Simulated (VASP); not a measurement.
# Co: relaxation of cell and atoms with PBEsol

Co:

```
Co
1.0
     3.90716    0.00000    0.00000
    -1.95358    3.38370    0.00000
     0.00000    0.00000    2.42244
Co
3
Direct
  0.00000 0.00000 0.00000
  0.33333 0.66667 0.50000
  0.66667 0.33333 0.50000
```

This isn't the form of Co at room conditions, which is hcp.

```yaml
Program: VASP 6.6.1
Task: relaxation of cell and atoms
Functional: PBEsol
Potentials_or_basis: VASP PAW PBE potentials, release 64 (Co)
Cutoff: 600 eV
k_mesh: 9 × 9 × 13
Occupations: fermi-dirac, width 0.08 eV
Spin: collinear spin, ferromagnetic start
Starting_moments: "[1.7, 1.7, 1.7] μB"
Target_pressure: -6.6 GPa
Dipole_correction: no
Further_INCAR_settings: ALGO = Normal; EDIFF = 1e-06; IBRION = 2; EDIFFG = -0.005; NSW = 60; ISIF = 3
```

```
Relaxed volume                                             : 10.84 Å³/atom
Relaxed cell                                               : a = 3.936 Å, b = 3.936 Å, c = 2.425 Å, α = 90.00°, β = 90.00°, γ = 120.00°
Space group after relaxing (to 0.1 Å)                      : P6/mmm (No. 191)
Energy change on relaxing (the run minimises the enthalpy) : +4.9 meV/atom
Ionic steps                                                : 8
Pressure after relaxing                                    : -6.6 GPa
Net moment                                                 : 4.91 μB per cell
Site moments                                               : Co +1.62, +1.66 (each value once) μB
Valence electrons inside the program's atomic spheres      : Co 8.23, 8.32 (each value once)
```

The path:
```
step  energy change (eV)  largest force (eV/Å)  pressure (GPa)  volume (Å³)
   1              0.0000                0.0000           -3.26        32.03
   2              0.0425                0.0000           -9.83        33.07
   3              0.0156                0.0000           -6.74        32.55
   4              0.0152                0.0000           -6.69        32.54
   5              0.0141                0.0000           -6.51        32.51
   6              0.0141                0.0000           -6.41        32.51
   7              0.0162                0.0000           -6.84        32.56
   8              0.0146                0.0000           -6.59        32.53
```

Final structure:
```
Co
1.0
     3.93552    0.00000    0.00000
    -1.96776    3.40826    0.00000
     0.00000    0.00000    2.42488
Co
3
Direct
  0.00000 0.00000 0.00000
  0.33333 0.66667 0.50000
  0.66667 0.33333 0.50000
```

Levels at points of the mesh, in eV from the Fermi level:
Spin up:
```csv
k point,band 14,band 15,band 16,band 17,band 18,band 19
"(0.00, 0.00, 0.00)",-1.90,-0.70,-0.70,6.40,6.40,6.40
```
Spin down:
```tsv
k point	band 7	band 8	band 9	band 10	band 11	band 12	band 13	band 14	band 15	band 16
(0.00, 0.00, 0.00)	-1.92	-1.29	-0.73	-0.73	-0.17	-0.17	-0.14	-0.14	1.30	1.30
```

Wall time 3.2 min on 1 thread of Intel(R) Xeon(R) 6975P-C (Granite Rapids), on a shared host, peak memory 0.23 GiB.

Caveat: the cell is relaxed towards a set pressure, so the run minimises the enthalpy, not the energy; the PAW data sets were made with another functional, which shifts forces and pressure a little.
